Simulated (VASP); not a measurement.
# Ru (P6_3/mmc) in VASP: a series of runs

Ru is run at these levels: PBE; tasks: single point.

Everything below comes from runs of VASP 6.6.1. Logs are shortened: lines on timing, memory, paths and dates and some standing lists are left out, and cuts for length are marked.

### 1 The cell of the first run

It takes space group P6_3/mmc (No. 194, hexagonal). Conventional cell: a = 2.941 Å, b = 2.941 Å, c = 4.115 Å, α = 90.00°, β = 90.00°, γ = 120.00°. Ru (site symmetry -6m2) has 12 Ru at 2.67 to 2.94 Å within 3.5 Å.

### 2 Single point, PBE (volume 15.414 Å^3 an atom, c/a of the conventional cell 1.3993)

INCAR reads:

```
ALGO = Fast ; EDIFF = 1E-7
ENCUT = 520 ; GGA = PE
ISIF = 2 ; ISMEAR = 0
LASPH = T ; LCHARG = F
LREAL = F ; LWAVE = F
NBANDS = 21 ; NELM = 60
PREC = Accurate ; SIGMA = 0.15
```

KPOINTS reads:

```
k-points
0
Gamma
  21 21 12
```

POSCAR reads:

```
Ru
1.0
    2.9410424623      0.0000000000      0.0000000000
   -1.4705212312      2.5470174860      0.0000000000
    0.0000000000      0.0000000000      4.1154007175
Ru
2
Direct
    0.3333333333      0.6666666667      0.2500000000
    0.6666666667      0.3333333333      0.7500000000
```

Potentials or basis: VASP PAW PBE potentials, release 64 (Ru_pv).

Run with:

```sh
> cat potpaw_PBE.64/Ru_pv/POTCAR > POTCAR
> mpirun -np 1 vasp_std > vasp.out
```

OUTCAR:

```text
EDIFF = 1E-7
   ENCUT = 520
   GGA = PE
   ISIF = 2
   ISMEAR = 0
   LASPH = T
   LREAL = F
   NELM = 60
   PREC = Accurate

 ion  position               nearest neighbor table
   1  0.333  0.667  0.250-   2 2.67   2 2.67   2 2.67   2 2.67   2 2.67   2 2.67
   2  0.667  0.333  0.750-   1 2.67   1 2.67   1 2.67   1 2.67   1 2.67   1 2.67

  LATTYP: Found a hexagonal cell.
 ALAT       =     2.9410424623
 C/A-ratio  =     1.3993000000

  Lattice vectors:

 A1 = (   2.9410424623,   0.0000000000,   0.0000000000)
 A2 = (  -1.4705212312,   2.5470174860,   0.0000000000)
 A3 = (   0.0000000000,   0.0000000000,   4.1154007175)

Analysis of symmetry for initial positions (statically):
=====================================================================
 Subroutine PRICEL returns:
 Original cell was already a primitive cell.

 Routine SETGRP: Setting up the symmetry group for a
 hexagonal supercell.

 Subroutine GETGRP returns: Found 24 space group operations
 (whereof 12 operations were pure point group operations)
 out of a pool of 24 trial point group operations.

The static configuration has the point symmetry D_3d.
 The point group associated with its full space group is D_6h.

Analysis of symmetry for dynamics (positions and initial velocities):
=====================================================================
 Subroutine PRICEL returns:
 Original cell was already a primitive cell.

 Routine SETGRP: Setting up the symmetry group for a
 hexagonal supercell.

 Subroutine GETGRP returns: Found 24 space group operations
 (whereof 12 operations were pure point group operations)
 out of a pool of 24 trial point group operations.

The dynamic configuration has the point symmetry D_3d.
 The point group associated with its full space group is D_6h.

 Subroutine INISYM returns: Found 24 space group operations
 (whereof 12 operations are pure point group operations),
 and found     1 'primitive' translations

----------------------------------------------------------------------------------------

                                     Primitive cell

  volume of cell :      30.8280

  direct lattice vectors                    reciprocal lattice vectors
     2.941042462  0.000000000  0.000000000     0.340015492  0.196308036  0.000000000
    -1.470521231  2.547017486  0.000000000     0.000000000  0.392616072  0.000000000
     0.000000000  0.000000000  4.115400718     0.000000000  0.000000000  0.242989703

  length of vectors
     2.941042462  2.941042462  4.115400718     0.392616072  0.392616072  0.242989703

  position of ions in fractional coordinates (direct lattice)
     0.333333333  0.666666667  0.250000000
     0.666666667  0.333333333  0.750000000

  ion indices of the primitive-cell ions
   primitive index   ion index
                 1           1
                 2           2

----------------------------------------------------------------------------------------

 KPOINTS: k-points

Automatic generation of k-mesh.
 Grid dimensions read from file:
 generate k-points for:   21   21   12

 Generating k-lattice:

  Cartesian coordinates                     Fractional coordinates (reciprocal lattice)
     0.016191214  0.009348002  0.000000000     0.047619048 -0.000000000  0.000000000
     0.000000000  0.018696003  0.000000000     0.000000000  0.047619048  0.000000000
     0.000000000  0.000000000  0.020249142     0.000000000  0.000000000  0.083333333

  Length of vectors
     0.018696003  0.018696003  0.020249142

  Shift w.r.t. Gamma in fractional coordinates (k-lattice)
     0.000000000  0.000000000  0.000000000

 Subroutine IBZKPT returns following result:
 ===========================================

 Found    336 irreducible k-points:

 Following reciprocal coordinates:
            Coordinates               Weight
  0.000000  0.000000  0.000000      1.000000
  0.047619 -0.000000  0.000000      6.000000
  0.095238  0.000000  0.000000      6.000000
  0.142857 -0.000000  0.000000      6.000000
  0.190476  0.000000  0.000000      6.000000
  0.238095 -0.000000  0.000000      6.000000
[... 16 lines left out ...]
  0.142857  0.095238  0.000000     12.000000
  0.190476  0.095238  0.000000     12.000000
 [... further k-points ...]
   k-points           NKPTS =    336   k-points in BZ     NKDIM =    336   number of bands    NBANDS=     21
   number of dos      NEDOS =    301   number of ions     NIONS =      2
   total plane-waves  NPLWV =  18432
   dimension x,y,z NGX =    24 NGY =   24 NGZ =   32
   dimension x,y,z NGXF=    48 NGYF=   48 NGZF=   64
   ions per type =               2
   NGX,Y,Z   is equivalent  to a cutoff of  13.57, 13.57, 12.93 a.u.
   NGXF,Y,Z  is equivalent  to a cutoff of  27.13, 27.13, 25.85 a.u.
 SYSTEM =  unknown system
   PREC   = accura    normal or accurate (medium, high low for compatibility)
   ISTART =      0    job   : 0-new  1-cont  2-samecut
   ICHARG =      2    charge: 1-file 2-atom 10-const
   ISPIN  =      1    spin polarized calculation?
   LNONCOLLINEAR =      F non collinear calculations
   LSORBIT =      F    spin-orbit coupling
   LASPH  =      T    aspherical Exc in radial PAW
   ENCUT  =  520.0 eV  38.22 Ry    6.18 a.u.   5.47  5.47  7.65*2*pi/ulx,y,z
   NELM   =     60;   NELMIN=  2; NELMDL= -5     # of ELM steps
   EDIFF  = 0.1E-06   stopping-criterion for ELM
   LREAL  =      F    real-space projection
   EDIFFG = 0.1E-05   stopping-criterion for IOM
   NSW    =      0    number of steps for IOM
   IBRION =     -1    ionic relax: 0-MD 1-quasi-New 2-CG
   NFREE  =      0    steps in history (QN), initial steepest desc. (CG)
   ISIF   =      2    stress and relaxation
   ISYM   =      2    0-nonsym 1-usesym 2-fastsym
   POTIM  = 0.5000    time-step for ionic-motion
   TEBEG  =    0.0;   TEEND  =   0.0 temperature during run
   PSTRESS=    0.0 pullay stress
   NELECT =      28.0000    total number of electrons
   NUPDOWN=      -1.0000    fix difference up-down
   EMIN   =  10.00;   EMAX   =-10.00  energy-range for DOS
   EFERMI =   0.00;   METHOD = LEGACY
   ISMEAR =     0;   SIGMA  =   0.15  broadening in eV -4-tet -1-fermi 0-gaus
   EFERMI_NEDOS =   21; number of points for ismear=-14 and -15
   IALGO  =     68    algorithm
   IMIX   =      4    mixing-type and parameters
     AMIX     =   0.40;   BMIX     =  1.00
     AMIX_MAG =   1.60;   BMIX_MAG =  1.00
  volume/ion in A,a.u.               =      15.41       104.02
  Fermi-wavevector in a.u.,A,eV,Ry     =   1.585425  2.996019 34.199233  2.513573
  Thomas-Fermi vector in A             =   2.684892
   LORBIT       =      0    0 simple, 1 ext, 2 COOP (PROOUT), +10 PAW based schemes
   GGA     = PE    functional components
   LHFCALC =     F    Hartree Fock is set to
   AEXX    =    0.0000 exact exchange contribution
   IVDW    =     0    specifies the selected vdW correction
   LEPSILON=     F    determine dielectric tensor
   LRPA    =     F    only Hartree local field effects (RPA)
 non-spin polarized calculation
 RMM-DIIS sequential band-by-band and
 Gauss-broadening in eV      SIGMA  =   0.15
  energy-cutoff  :      520.00
  volume of cell :       30.83
 maximum number of plane-waves:       867
 NGX is ok and might be reduce to    24
   NGX = 11   NGY = 11   NGZ = 15

 number of electron      27.9999994 magnetization

 Free energy of the ion-electron system (eV)
  ---------------------------------------------------
  ext. energy  EPLUGINS =         0.00000000
  ---------------------------------------------------
  free energy    TOTEN  =       -17.94608274 eV

  energy without entropy =      -17.92523600  energy(sigma->0) =      -17.93565937

 E-fermi :  10.7026     XC(G=0): -13.3248

 val. band max:       10.6978565023   @ k =   0.3333   0.0476   0.0833
 cond. band min:      10.7033985052   @ k =   0.2381   0.1429   0.0000
 fundamental gap:      0.0055420028
 Fermi energy:        10.7025708348

 k-point     1 :       0.0000    0.0000    0.0000
  band No.  band energies     occupation
      1     -32.6866      2.00000
      2     -32.0450      2.00000
      3     -32.0450      2.00000
      4     -31.8364      2.00000
      5     -31.8364      2.00000
      6     -31.7440      2.00000
[... 13 lines left out ...]
     20      21.3320      0.00000
     21      24.7949      0.00000

 k-point     2 :       0.0476   -0.0000    0.0000
  band No.  band energies     occupation
      1     -32.6812      2.00000
      2     -32.0516      2.00000
      3     -32.0483      2.00000
      4     -31.8441      2.00000
      5     -31.8366      2.00000
      6     -31.7480      2.00000
[... 13 lines left out ...]
     20      21.3025      0.00000
     21      21.3362      0.00000

 k-point     3 :       0.0952    0.0000    0.0000
  band No.  band energies     occupation
      1     -32.6652      2.00000
      2     -32.0709      2.00000
      3     -32.0576      2.00000
      4     -31.8663      2.00000
      5     -31.8372      2.00000
      6     -31.7598      2.00000
[... 13 lines left out ...]
     20      21.3024      0.00000
     21      21.3330      0.00000

 k-point     4 :       0.1429   -0.0000    0.0000
  band No.  band energies     occupation
      1     -32.6392      2.00000
      2     -32.1013      2.00000
      3     -32.0719      2.00000
      4     -31.9008      2.00000
      5     -31.8385      2.00000
      6     -31.7793      2.00000
[... 13 lines left out ...]
     20      21.3025      0.00000
     21      21.3277      0.00000

 k-point     5 :       0.1905    0.0000    0.0000
  band No.  band energies     occupation
      1     -32.6042      2.00000
      2     -32.1403      2.00000
      3     -32.0895      2.00000
      4     -31.9441      2.00000
      5     -31.8407      2.00000
      6     -31.8059      2.00000
[... 13 lines left out ...]
     20      21.3120      0.00000
     21      21.3577      0.00000
[... 382 lines left out ...]
     20      21.2832      0.00000
     21      22.6492      0.00000

 k-point    22 :       0.0952    0.0952    0.0000
  band No.  band energies     occupation
      1     -32.6239      2.00000
      2     -32.1112      2.00000
      3     -32.0891      2.00000
      4     -31.9140      2.00000
      5     -31.8436      2.00000
      6     -31.7908      2.00000
[... 13 lines left out ...]
     20      21.3025      0.00000
     21      21.3254      0.00000

 k-point    23 :       0.1429    0.0952    0.0000
  band No.  band energies     occupation
      1     -32.5895      2.00000
      2     -32.1429      2.00000
      3     -32.1145      2.00000
      4     -31.9486      2.00000
      5     -31.8493      2.00000
      6     -31.8172      2.00000
[... 13 lines left out ...]
     20      21.3152      0.00000
     21      24.2671      0.00000

 k-point    24 :       0.1905    0.0952    0.0000
  band No.  band energies     occupation
      1     -32.5476      2.00000
      2     -32.1830      2.00000
      3     -32.1387      2.00000
      4     -31.9873      2.00000
      5     -31.8555      2.00000
      6     -31.8501      2.00000
[... 13 lines left out ...]
     20      22.7861      0.00000
     21      24.1574      0.00000

 [... further k-points ...]
[... 5 lines left out ...]
  --------------------------------------------------------------------------------------
  -------------------------------------------------------------------------------------
  Total       -6.1145209     -6.1145209     -0.5225207      0.0000000      0.0000000     -0.0000000
  in kB     -317.7808071   -317.7808071    -27.1561823      0.0000000      0.0000000     -0.0000000
  external PRESSURE =    -220.9059322 kB  Pullay stress =       0.0000000 kB

 VOLUME and BASIS-vectors are now :
 -----------------------------------------------------------------------------
  energy-cutoff  :      520.00
  volume of cell :       30.83
      direct lattice vectors                 reciprocal lattice vectors
     2.941042462  0.000000000  0.000000000     0.340015492  0.196308036  0.000000000
    -1.470521231  2.547017486  0.000000000     0.000000000  0.392616072  0.000000000
     0.000000000  0.000000000  4.115400718     0.000000000  0.000000000  0.242989703

 POSITION                                       TOTAL-FORCE (eV/Angst)
 -----------------------------------------------------------------------------------
     -0.00000      1.69801      1.02885         0.000000      0.000000      0.000000
      1.47052      0.84901      3.08655        -0.000000     -0.000000      0.000000
 -----------------------------------------------------------------------------------
    total drift:                               -0.000000      0.000000     -0.000000

  FREE ENERGIE OF THE ION-ELECTRON SYSTEM (eV)
  ---------------------------------------------------
  free  energy   TOTEN  =       -17.9460827423 eV

  energy  without entropy=      -17.9252359952  energy(sigma->0) =      -17.93565937
```

It took 79 s on 1 thread of Intel Xeon Platinum 8559C (Emerald Rapids), shared host; peak memory 0.28 GiB.

What came out:

```
Free energy            : -17.9461 eV
Pressure               : -22.1 GPa
Band gap on the k mesh : zero (band 14 reaches 11.78 eV, above the bottom of band 15 at 9.45 eV)
```

Caveat: the cell differs from its parent crystal (volume 15.414 Å^3 an atom, c/a of the conventional cell 1.3993).

### 3 Single point, PBE

This run uses another cell than the first one, of 13.76 Å³/atom, 0.893 times its volume.

INCAR reads:

```
PREC = Accurate
ENCUT = 520
EDIFF = 1E-6
ISMEAR = 0
SIGMA = 0.15
LREAL = F
LASPH = T
NELM = 100
ALGO = Normal
ISIF = 2
LWAVE = F
LCHARG = T
GGA = PE
LELF = T
LVHAR = T
NBANDS = 21
```

KPOINTS reads:

```
Automatic mesh
0
Gamma
  21 21 12
```

POSCAR reads:

```
Ru
1.0
    2.7197977385      0.0000000000      0.0000000000
   -1.3598988693      2.3554139347      0.0000000000
    0.0000000000      0.0000000000      4.2966597850
Ru
2
Direct
    0.3333333333      0.6666666667      0.2500000000
    0.6666666667      0.3333333333      0.7500000000
```

Potentials or basis: VASP PAW PBE potentials, release 64 (Ru_pv).

Run with:

```sh
> cat potpaw_PBE.64/Ru_pv/POTCAR > POTCAR
> mpirun -np 1 vasp_std > vasp.out
```

Run time: 55 s. Hardware: 1 thread of Intel Xeon Platinum 8559C (Emerald Rapids), shared host; peak memory 0.25 GiB.

Results (log left out):

| Quantity | Value |
| --- | --- |
| Free energy | -18.4773 eV |
| Pressure | 0.0 GPa |
| Band gap on the k mesh | zero (band 14 reaches 14.12 eV, above the bottom of band 15 at 11.02 eV) |

Stress tensor (GPa, compression positive):
```
 0.23  0.00  0.00
 0.00  0.23  0.00
 0.00  0.00 -0.40
```

Levels at points of the mesh, in eV from the Fermi level:
```tsv
k point	band 11	band 12	band 13	band 14	band 15	band 16	band 17	band 18
(0.00, 0.00, 0.00)	-2.37	-1.88	-1.88	-1.39	-1.39	1.15	1.15	1.29
(0.00, 0.00, 0.50)	-2.72	-2.72	-2.67	-2.67	0.52	0.52	0.52	0.52
```

### 4 Single point, PBE (volume 14.864 Å^3 an atom, c/a of the conventional cell 1.3169)

INCAR reads:

```
PREC = Accurate ; ENCUT = 520
EDIFF = 1E-6 ; ISMEAR = 0
SIGMA = 0.15 ; LREAL = F
LASPH = T ; NELM = 100
ALGO = Fast ; ISIF = 2
LWAVE = F ; LCHARG = T
GGA = PE ; LELF = T
LVHAR = T ; NBANDS = 21
```

KPOINTS reads:

```
regular mesh
0
Gamma
  21 21 12
```

POSCAR reads:

```
Ru
1.0
    2.9650185924      0.0000000000      0.0000000000
   -1.4825092962      2.5677814237      0.0000000000
    0.0000000000      0.0000000000      3.9046329843
Ru
2
Direct
    0.3333333333      0.6666666667      0.2500000000
    0.6666666667      0.3333333333      0.7500000000
```

Run with:

```sh
> cat potpaw_PBE.64/Ru_pv/POTCAR > POTCAR
> mpirun -np 1 vasp_std > vasp.out
```

Run time: 1.8 min. Hardware: 1 thread of Intel Xeon 6975P-C (Granite Rapids), shared host; peak memory 0.27 GiB.

The run converged. Its results:

```
Free energy            : -17.7741 eV
Pressure               : -9.7 GPa
Band gap on the k mesh : zero (band 14 reaches 12.55 eV, above the bottom of band 15 at 10.41 eV)
```

Stress tensor (GPa, compression positive):
```
-24.55   0.00   0.00
  0.00 -24.55   0.00
  0.00   0.00  20.02
```

Levels at points of the mesh, in eV from the Fermi level:
| k point | band 12 | band 13 | band 14 | band 15 | band 16 | band 17 |
| --- | --- | --- | --- | --- | --- | --- |
| (0.00, 0.00, 0.00) | -2.45 | -1.56 | -1.56 | -0.72 | 1.02 | 1.02 |
| (0.00, 0.00, 0.50) | -3.26 | -1.55 | -1.55 | 0.80 | 0.80 | 0.80 |

Caveat: the cell differs from its parent crystal (volume 14.864 Å^3 an atom, c/a of the conventional cell 1.3169).

### 5 Single point, PBE (volume 14.864 Å^3 an atom, c/a of the conventional cell 1.4868)

INCAR reads:

```
PREC     = Accurate       # precision mode
ENCUT    = 520            # plane-wave cutoff, eV
EDIFF    = 1E-7           # SCF threshold, eV
ISMEAR   = 0              # smearing method
SIGMA    = 0.15           # smearing width, eV
LREAL    = F              # projectors in reciprocal space
LASPH    = T              # aspherical terms in the spheres
NELM     = 80             # most SCF steps
ALGO     = Fast           # electronic algorithm
ISIF     = 2              # what is computed and relaxed
LWAVE    = F              # write WAVECAR
LCHARG   = F              # write CHGCAR
GGA      = PE             # functional
NBANDS   = 21             # bands
```

KPOINTS reads:

```
Automatic mesh
0
Gamma
  21 21 12
```

POSCAR reads:

```
Ru
1.0
    2.8474810076      0.0000000000      0.0000000000
   -1.4237405038      2.4659908894      0.0000000000
    0.0000000000      0.0000000000      4.2336347621
Ru
2
Direct
    0.3333333333      0.6666666667      0.2500000000
    0.6666666667      0.3333333333      0.7500000000
```

Run with:

```sh
> cat potpaw_PBE.64/Ru_pv/POTCAR > POTCAR
> mpirun -np 1 vasp_std > vasp.out
```

Run time: 1.9 min. Hardware: 1 thread of Intel Xeon 6975P-C (Granite Rapids), shared host; peak memory 0.27 GiB.

The run converged. Its results:

| Quantity | Value |
| --- | --- |
| Free energy | -18.2701 eV |
| Pressure | -18.3 GPa |
| Band gap on the k mesh | zero (band 14 reaches 12.38 eV, above the bottom of band 15 at 9.66 eV) |

Stress tensor (GPa, compression positive):
```
-24.22   0.00   0.00
  0.00 -24.22   0.00
  0.00   0.00  -6.39
```

Levels at points of the mesh, in eV from the Fermi level:
```tsv
k point	band 11	band 12	band 13	band 14	band 15	band 16	band 17	band 18
(0.00, 0.00, 0.00)	-1.65	-1.65	-1.62	-1.62	-1.61	1.02	1.02	1.90
(0.00, 0.00, 0.50)	-2.64	-2.64	-2.14	-2.14	0.52	0.52	0.52	0.52
```

Caveat: the cell differs from its parent crystal (volume 14.864 Å^3 an atom, c/a of the conventional cell 1.4868).

[end of part 1 of 2]
